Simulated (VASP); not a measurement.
# BaO in VASP: notebook, part 2 of 2

VASP 6.6.1. Earlier steps stand in the parts before.

### 5 Single point, r2SCAN (atom 1 (Ba) moved 0.02 Å along x)

Contents of POSCAR:

```
BaO
1.0
    0.0000000000      2.7719946919      2.7719946919
    2.7719946919      0.0000000000      2.7719946919
    2.7719946919      2.7719946919      0.0000000000
Ba O
1 1
Direct
    0.4963924895      0.5036075105      0.5036075105
    0.0000000000      0.0000000000      0.0000000000
```

Contents of INCAR.step1:

```
SYSTEM = BaO
PREC     = Accurate       ! precision mode
ENCUT    = 660            ! plane-wave cutoff, eV
ISMEAR   = 0              ! smearing method
SIGMA    = 0.05           ! smearing width, eV
LREAL    = .FALSE.        ! projectors in reciprocal space
LASPH    = .TRUE.         ! aspherical terms in the spheres
NELM     = 120            ! most SCF steps
NBANDS   = 15             ! bands
GGA      = PE             ! functional
ALGO     = Normal         ! electronic algorithm
EDIFF    = 1E-5           ! SCF threshold, eV
LWAVE    = .TRUE.         ! write WAVECAR
LCHARG   = .FALSE.        ! write CHGCAR
GGA_COMPAT= .FALSE.
```

Contents of INCAR.step2:

```
SYSTEM = BaO
PREC     = Accurate       ! precision mode
ENCUT    = 660            ! plane-wave cutoff, eV
EDIFF    = 1E-6           ! SCF threshold, eV
ISMEAR   = 0              ! smearing method
SIGMA    = 0.05           ! smearing width, eV
LREAL    = .FALSE.        ! projectors in reciprocal space
LASPH    = .TRUE.         ! aspherical terms in the spheres
NELM     = 120            ! most SCF steps
ALGO     = Normal         ! electronic algorithm
ISIF     = 2              ! what is computed and relaxed
LWAVE    = .FALSE.        ! write WAVECAR
LCHARG   = .FALSE.        ! write CHGCAR
METAGGA  = R2SCAN         ! meta-GGA
LMIXTAU  = .TRUE.       
NBANDS   = 15             ! bands
ISTART   = 1            
GGA_COMPAT= .FALSE.
```

Contents of KPOINTS:

```
Automatic mesh
0
G
  8 8 8
  0 0 0
```

Potentials or basis: VASP PAW PBE potentials, release 64 (Ba_sv, O).

Run with:

```bash
cat potpaw_PBE.64/Ba_sv/POTCAR potpaw_PBE.64/O/POTCAR > POTCAR
cp INCAR.step1 INCAR
mpirun -np 1 vasp_std > vasp.out
cp INCAR.step2 INCAR
mpirun -np 1 vasp_std > vasp.out
```

OUTCAR:

```text
SYSTEM = BaO
   PREC = Accurate
   ENCUT = 660
   EDIFF = 1E-6
   ISMEAR = 0
   LREAL = .FALSE.
   LASPH = .TRUE.
   NELM = 120
   ISIF = 2
   METAGGA = R2SCAN
   ISTART = 1

 ion  position               nearest neighbor table
   1  0.496  0.504  0.504-   2 2.75   2 2.77   2 2.77   2 2.77   2 2.77   2 2.79
   2  0.000  0.000  0.000-   1 2.75   1 2.77   1 2.77   1 2.77   1 2.77   1 2.79

  LATTYP: Found a face centered cubic cell.
 ALAT       =     5.5439893838

  Lattice vectors:

 A1 = (   0.0000000000,   2.7719946919,   2.7719946919)
 A2 = (   2.7719946919,   0.0000000000,   2.7719946919)
 A3 = (   2.7719946919,   2.7719946919,   0.0000000000)

Analysis of symmetry for initial positions (statically):
=====================================================================
 Subroutine PRICEL returns:
 Original cell was already a primitive cell.

 Routine SETGRP: Setting up the symmetry group for a
 face centered cubic supercell.

 Subroutine GETGRP returns: Found  8 space group operations
 (whereof  8 operations were pure point group operations)
 out of a pool of 48 trial point group operations.

The static configuration has the point symmetry C_4v.

Analysis of symmetry for dynamics (positions and initial velocities):
=====================================================================
 Subroutine PRICEL returns:
 Original cell was already a primitive cell.

 Routine SETGRP: Setting up the symmetry group for a
 face centered cubic supercell.

 Subroutine GETGRP returns: Found  8 space group operations
 (whereof  8 operations were pure point group operations)
 out of a pool of 48 trial point group operations.

The dynamic configuration has the point symmetry C_4v.

 Subroutine INISYM returns: Found  8 space group operations
 (whereof  8 operations are pure point group operations),
 and found     1 'primitive' translations

----------------------------------------------------------------------------------------

                                     Primitive cell

  volume of cell :      42.5998

  direct lattice vectors                    reciprocal lattice vectors
     0.000000000  2.771994692  2.771994692    -0.180375526  0.180375526  0.180375526
     2.771994692  0.000000000  2.771994692     0.180375526 -0.180375526  0.180375526
     2.771994692  2.771994692  0.000000000     0.180375526  0.180375526 -0.180375526

  length of vectors
     3.920192488  3.920192488  3.920192488     0.312419575  0.312419575  0.312419575

  position of ions in fractional coordinates (direct lattice)
     0.496392490  0.503607510  0.503607510
     0.000000000  0.000000000  0.000000000

  ion indices of the primitive-cell ions
   primitive index   ion index
                 1           1
                 2           2

----------------------------------------------------------------------------------------

 KPOINTS: Automatic mesh

Automatic generation of k-mesh.
 Grid dimensions read from file:
 generate k-points for:    8    8    8

 Generating k-lattice:

  Cartesian coordinates                     Fractional coordinates (reciprocal lattice)
    -0.022546941  0.022546941  0.022546941     0.125000000  0.000000000  0.000000000
     0.022546941 -0.022546941  0.022546941     0.000000000  0.125000000  0.000000000
     0.022546941  0.022546941 -0.022546941     0.000000000  0.000000000  0.125000000

  Length of vectors
     0.039052447  0.039052447  0.039052447

  Shift w.r.t. Gamma in fractional coordinates (k-lattice)
     0.000000000  0.000000000  0.000000000

 Subroutine IBZKPT returns following result:
 ===========================================

 Found     59 irreducible k-points:

 Following reciprocal coordinates:
            Coordinates               Weight
  0.000000  0.000000  0.000000      1.000000
  0.125000  0.000000  0.000000      8.000000
  0.250000  0.000000  0.000000      8.000000
  0.375000  0.000000  0.000000      8.000000
  0.500000  0.000000  0.000000      4.000000
  0.125000  0.125000  0.000000      4.000000
[... 16 lines left out ...]
  0.000000  0.375000  0.250000      8.000000
  0.500000  0.250000  0.000000     16.000000
 [... further k-points ...]
   k-points           NKPTS =     59   k-points in BZ     NKDIM =     59   number of bands    NBANDS=     15
   number of dos      NEDOS =    301   number of ions     NIONS =      2
   total plane-waves  NPLWV =  46656
   dimension x,y,z NGX =    36 NGY =   36 NGZ =   36
   dimension x,y,z NGXF=    72 NGYF=   72 NGZF=   72
   ions per type =               1   1
   NGX,Y,Z   is equivalent  to a cutoff of  15.27, 15.27, 15.27 a.u.
   NGXF,Y,Z  is equivalent  to a cutoff of  30.53, 30.53, 30.53 a.u.
 SYSTEM =  BaO
   PREC   = accura    normal or accurate (medium, high low for compatibility)
   ISTART =      1    job   : 0-new  1-cont  2-samecut
   ICHARG =      0    charge: 1-file 2-atom 10-const
   ISPIN  =      1    spin polarized calculation?
   LNONCOLLINEAR =      F non collinear calculations
   LSORBIT =      F    spin-orbit coupling
   LASPH  =      T    aspherical Exc in radial PAW
   ENCUT  =  660.0 eV  48.51 Ry    6.96 a.u.   8.21  8.21  8.21*2*pi/ulx,y,z
   NELM   =    120;   NELMIN=  2; NELMDL=  0     # of ELM steps
   EDIFF  = 0.1E-05   stopping-criterion for ELM
   LREAL  =      F    real-space projection
   EDIFFG = 0.1E-04   stopping-criterion for IOM
   NSW    =      0    number of steps for IOM
   IBRION =     -1    ionic relax: 0-MD 1-quasi-New 2-CG
   NFREE  =      0    steps in history (QN), initial steepest desc. (CG)
   ISIF   =      2    stress and relaxation
   ISYM   =      2    0-nonsym 1-usesym 2-fastsym
   POTIM  = 0.5000    time-step for ionic-motion
   TEBEG  =    0.0;   TEEND  =   0.0 temperature during run
   PSTRESS=    0.0 pullay stress
   NELECT =      16.0000    total number of electrons
   NUPDOWN=      -1.0000    fix difference up-down
   EMIN   =  10.00;   EMAX   =-10.00  energy-range for DOS
   EFERMI =   0.00;   METHOD = LEGACY
   ISMEAR =     0;   SIGMA  =   0.05  broadening in eV -4-tet -1-fermi 0-gaus
   EFERMI_NEDOS =   21; number of points for ismear=-14 and -15
   IALGO  =     38    algorithm
   IMIX   =      4    mixing-type and parameters
     AMIX     =   0.40;   BMIX     =  1.00
     AMIX_MAG =   1.60;   BMIX_MAG =  1.00
  volume/ion in A,a.u.               =      21.30       143.74
  Fermi-wavevector in a.u.,A,eV,Ry     =   1.181170  2.232088 18.982341  1.395163
  Thomas-Fermi vector in A             =   2.317449
   LORBIT       =      0    0 simple, 1 ext, 2 COOP (PROOUT), +10 PAW based schemes
   METAGGA = R2SCAN    functional components
   LHFCALC =     F    Hartree Fock is set to
   AEXX    =    0.0000 exact exchange contribution
   IVDW    =     0    specifies the selected vdW correction
   LEPSILON=     F    determine dielectric tensor
   LRPA    =     F    only Hartree local field effects (RPA)
 non-spin polarized calculation
 Gauss-broadening in eV      SIGMA  =   0.05
  energy-cutoff  :      660.00
  volume of cell :       42.60
 maximum number of plane-waves:      1676
 NGX is ok and might be reduce to    36

 number of electron      16.0000001 magnetization

 Free energy of the ion-electron system (eV)
  ---------------------------------------------------
  ext. energy  EPLUGINS =         0.00000000
  ---------------------------------------------------
  free energy    TOTEN  =       -37.82613538 eV

  energy without entropy =      -37.82613538  energy(sigma->0) =      -37.82613538

 E-fermi :   1.9710     XC(G=0): -10.1520

 val. band max:        1.6312896586   @ k =   0.0000   0.5000   0.5000
 cond. band min:       3.9491360142   @ k =   0.0000   0.5000   0.5000
 fundamental gap:      2.3178463555
 Fermi energy:         1.9709990011

 k-point     1 :       0.0000    0.0000    0.0000
  band No.  band energies     occupation
      1     -25.0444      2.00000
      2     -14.3448      2.00000
      3      -9.1304      2.00000
      4      -9.1304      2.00000
      5      -9.1302      2.00000
      6       1.2646      2.00000
      7       1.2646      2.00000
      8       1.2650      2.00000
      9       5.7472      0.00000
     10       6.7565      0.00000
     11       6.7579      0.00000
     12       6.7579      0.00000
     13       9.1917      0.00000
     14       9.1937      0.00000
[... 401 lines left out ...]
      2     -14.7942      2.00000
      3      -9.9871      2.00000
      4      -9.5420      2.00000
      5      -9.4869      2.00000
      6       0.5979      2.00000
      7       0.7983      2.00000
      8       0.8684      2.00000
      9       5.6246      0.00000
     10       8.4980      0.00000
     11       9.7044      0.00000
     12      10.1886      0.00000
     13      12.0195      0.00000
     14      13.4035      0.00000
     15      15.1773      0.00000

 [... further k-points ...]
[... 5 lines left out ...]
  --------------------------------------------------------------------------------------
  -------------------------------------------------------------------------------------
  Total        0.4250013      0.4172318      0.4172318      0.0000000      0.0000000      0.0000000
  in kB       15.9843001     15.6920890     15.6920890      0.0000000      0.0000000      0.0000000
  external PRESSURE =      15.7894927 kB  Pullay stress =       0.0000000 kB

 VOLUME and BASIS-vectors are now :
 -----------------------------------------------------------------------------
  energy-cutoff  :      660.00
  volume of cell :       42.60
      direct lattice vectors                 reciprocal lattice vectors
     0.000000000  2.771994692  2.771994692    -0.180375526  0.180375526  0.180375526
     2.771994692  0.000000000  2.771994692     0.180375526 -0.180375526  0.180375526
     2.771994692  2.771994692  0.000000000     0.180375526  0.180375526 -0.180375526

 POSITION                                       TOTAL-FORCE (eV/Angst)
 -----------------------------------------------------------------------------------
      2.79199      2.77199      2.77199        -0.018180      0.000000      0.000000
      0.00000      0.00000      0.00000         0.018180      0.000000      0.000000
 -----------------------------------------------------------------------------------
    total drift:                               -0.000529     -0.000000     -0.000000

  FREE ENERGIE OF THE ION-ELECTRON SYSTEM (eV)
  ---------------------------------------------------
  free  energy   TOTEN  =       -37.8261353831 eV

  energy  without entropy=      -37.8261353831  energy(sigma->0) =      -37.82613538
```

Wall time 2.8 min (1 thread of Intel Xeon Platinum 8375C at 2.90GHz (Ice Lake), shared host); peak memory 0.24 GiB.

Results:

```
Free energy            : -37.8261 eV
Pressure               : 1.6 GPa
Largest force          : 0.018 eV/Å
Band gap on the k mesh : 2.32 eV, direct
```

Forces on the atoms (eV/Å):
```
Ba  -0.018  0.000  0.000
O    0.018  0.000  0.000
```

Levels at points of the mesh, in eV from the valence-band top:
```
           k point  band 5  band 6  band 7  band 8  band 9  band 10  band 11  band 12
(0.00, 0.00, 0.00)  -10.76   -0.37   -0.37   -0.37    4.12     5.13     5.13     5.13
(0.50, 0.00, 0.00)  -10.88   -1.96   -1.49   -1.49    5.31     7.65     7.65     8.69
(0.50, 0.50, 0.00)  -11.34   -0.17   -0.17    0.00    2.32     6.56     9.54     9.96
(0.00, 0.50, 0.50)  -11.34   -0.17   -0.17    0.00    2.32     6.56     9.54     9.96
```

Caveat: the cell differs from its parent crystal (atom 1 (Ba) moved 0.02 Å along x); the PAW data sets were made with another functional, which shifts forces and pressure a little; spin-orbit coupling is left out, which moves the levels of the heavy elements. A k mesh can miss the band edges.

### 6 Single point, r2SCAN

This run uses another cell than the first one, of 21.73 Å³/atom, 1.020 times its volume.

Contents of POSCAR:

```
BaO
1.0
    0.0000000000      2.7719946919      2.7719946919
    2.8274345857      0.0000000000      2.7719946919
    2.8274345857      2.7719946919      0.0000000000
Ba O
1 1
Direct
    0.5000000000      0.5000000000      0.5000000000
    0.0000000000      0.0000000000      0.0000000000
```

Contents of INCAR.step1:

```
SYSTEM = BaO
  ALGO = Normal
  EDIFF = 1E-5
  ENCUT = 660
  GGA = PE
  GGA_COMPAT = .False.
  ISMEAR = 0
  LASPH = .True.
  LCHARG = .False.
  LREAL = .False.
  LWAVE = .True.
  NBANDS = 15
  NELM = 120
  PREC = Accurate
  SIGMA = 0.05
```

Contents of INCAR.step2:

```
SYSTEM = BaO
  ALGO = Normal
  EDIFF = 1E-6
  ENCUT = 660
  GGA_COMPAT = .False.
  ISIF = 2
  ISMEAR = 0
  ISTART = 1
  LASPH = .True.
  LCHARG = .False.
  LMIXTAU = .True.
  LREAL = .False.
  LWAVE = .False.
  METAGGA = R2SCAN
  NBANDS = 15
  NELM = 120
  PREC = Accurate
  SIGMA = 0.05
```

Contents of KPOINTS:

```
k-points
0
Gamma
  8 8 8
  0 0 0
```

Potentials or basis: VASP PAW PBE potentials, release 64 (Ba_sv, O).

Run with:

```bash
cat potpaw_PBE.64/Ba_sv/POTCAR potpaw_PBE.64/O/POTCAR > POTCAR
cp INCAR.step1 INCAR
mpirun -np 1 vasp_std > vasp.out
cp INCAR.step2 INCAR
mpirun -np 1 vasp_std > vasp.out
```

OUTCAR:

```text
SYSTEM = BaO
   EDIFF = 1E-6
   ENCUT = 660
   ISIF = 2
   ISMEAR = 0
   ISTART = 1
   LASPH = .True.
   LREAL = .False.
   METAGGA = R2SCAN
   NELM = 120
   PREC = Accurate

 ion  position               nearest neighbor table
   1  0.500  0.500  0.500-   2 2.77   2 2.77   2 2.77   2 2.77   2 2.83   2 2.83
   2  0.000  0.000  0.000-   1 2.77   1 2.77   1 2.77   1 2.77   1 2.83   1 2.83

  LATTYP: Found a body centered tetragonal cell.
 ALAT       =     3.9201924881
 C/A-ratio  =     1.4424978336

  Lattice vectors:

 A1 = (   2.8274345857,   0.0000000000,   2.7719946919)
 A2 = (   2.8274345857,   0.0000000000,  -2.7719946919)
[... 611 lines left out ...]
     12       8.7675      0.00000
     13      11.1472      0.00000
     14      11.2518      0.00000
     15      15.9421      0.00000

 [... further k-points ...]
[... 5 lines left out ...]
  --------------------------------------------------------------------------------------
  -------------------------------------------------------------------------------------
  Total       -0.3056558      0.1833932      0.1833932      0.0000000      0.0000000      0.0000000
  in kB      -11.2703094      6.7621774      6.7621774      0.0000000      0.0000000      0.0000000
  external PRESSURE =       0.7513484 kB  Pullay stress =       0.0000000 kB

 VOLUME and BASIS-vectors are now :
 -----------------------------------------------------------------------------
  energy-cutoff  :      660.00
  volume of cell :       43.45
      direct lattice vectors                 reciprocal lattice vectors
     0.000000000  2.771994692  2.771994692    -0.176838751  0.180375526  0.180375526
     2.827434586  0.000000000  2.771994692     0.176838751 -0.180375526  0.180375526
     2.827434586  2.771994692  0.000000000     0.176838751  0.180375526 -0.180375526

 POSITION                                       TOTAL-FORCE (eV/Angst)
 -----------------------------------------------------------------------------------
      2.82743      2.77199      2.77199         0.000000      0.000000     -0.000000
      0.00000      0.00000      0.00000        -0.000000     -0.000000      0.000000
 -----------------------------------------------------------------------------------
    total drift:                                0.000000      0.000000      0.000000

  FREE ENERGIE OF THE ION-ELECTRON SYSTEM (eV)
  ---------------------------------------------------
  free  energy   TOTEN  =       -37.8281672833 eV

  energy  without entropy=      -37.8281672833  energy(sigma->0) =      -37.82816728
```

OSZICAR.step1:

```text
N       E                     dE             d eps       ncg     rms          rms(c)
DAV:   1     0.864229016177E+02    0.86423E+02   -0.83447E+03  1770   0.116E+03
DAV:   2    -0.100860759941E+02   -0.96509E+02   -0.85690E+02  2541   0.209E+02
DAV:   3    -0.143266690656E+02   -0.42406E+01   -0.42022E+01  2300   0.453E+01
DAV:   4    -0.144188798121E+02   -0.92211E-01   -0.92189E-01  2112   0.516E+00
DAV:   5    -0.144203743210E+02   -0.14945E-02   -0.14945E-02  2197   0.801E-01    0.948E+00
DAV:   6    -0.120732727110E+02    0.23471E+01   -0.88486E+00  1861   0.216E+01    0.624E+00
DAV:   7    -0.118315835612E+02    0.24169E+00   -0.67005E-01  1988   0.643E+00    0.216E+00
DAV:   8    -0.118064632550E+02    0.25120E-01   -0.10899E-01  2218   0.337E+00    0.549E-01
DAV:   9    -0.118053456767E+02    0.11176E-02   -0.10488E-02  2029   0.986E-01    0.168E-01
DAV:  10    -0.118066984195E+02   -0.13527E-02   -0.29392E-03  1910   0.444E-01    0.498E-02
DAV:  11    -0.118066754065E+02    0.23013E-04   -0.17756E-04  2246   0.110E-01    0.278E-02
DAV:  12    -0.118066845616E+02   -0.91552E-05   -0.25280E-05  1937   0.468E-02
   1 F= -.11806685E+02 E0= -.11806685E+02  d E =-.297487E-16
```

Wall time 2.8 min (1 thread of Intel Xeon Platinum 8375C at 2.90GHz (Ice Lake), shared host); peak memory 0.25 GiB.

What came out:

| Quantity | Value |
| --- | --- |
| Free energy | -37.8282 eV |
| Pressure | 0.1 GPa |
| Band gap on the k mesh | 2.32 eV, direct |

Stress tensor (GPa, compression positive):
```
-1.13  0.00  0.00
 0.00  0.68  0.00
 0.00  0.00  0.68
```

Caveat: the PAW data sets were made with another functional, which shifts forces and pressure a little; spin-orbit coupling is left out, which moves the levels of the heavy elements.

### 7 Summary

| level | spin | cell | cutoff (eV) | gap on the mesh (eV) | pressure (GPa) |
| --- | --- | --- | --- | --- | --- |
| revPBE | collinear, zero start | a = 3.920 Å, angles 60.0°, 2 atoms | 600 | 2.07 | 4.5 |
| r2SCAN | off | a = 3.972 Å, angles 60.0°, 2 atoms | 660 | 2.44 | -1.4 |
| r2SCAN | off | a = 4.010 Å, angles 60.0°, 2 atoms | 660 | 2.52 | -3.2 |
| r2SCAN | off | a = 3.920 Å, angles 60.0°, 2 atoms | 660 | 2.32 | 1.6 |
| r2SCAN | off | a = 3.920, b = 3.960, c = 3.960 Å, angles 59.3, 60.3, 60.3°, 2 atoms | 660 | 2.32 | 0.1 |

Some of these runs hold the atoms at other places in the same cell, which the table doesn't show; runs alike in all that it shows share one row.

Alike in all rows: task single point; potentials or basis VASP PAW PBE potentials, release 64 (Ba_sv, O); k mesh 8 × 8 × 8; smearing gaussian 0.05 eV.

Caveats: the PAW data sets were made with another functional, which shifts forces and pressure a little; spin-orbit coupling is left out, which moves the levels of the heavy elements.

Absolute energies hang on the potentials; compare differences alone.
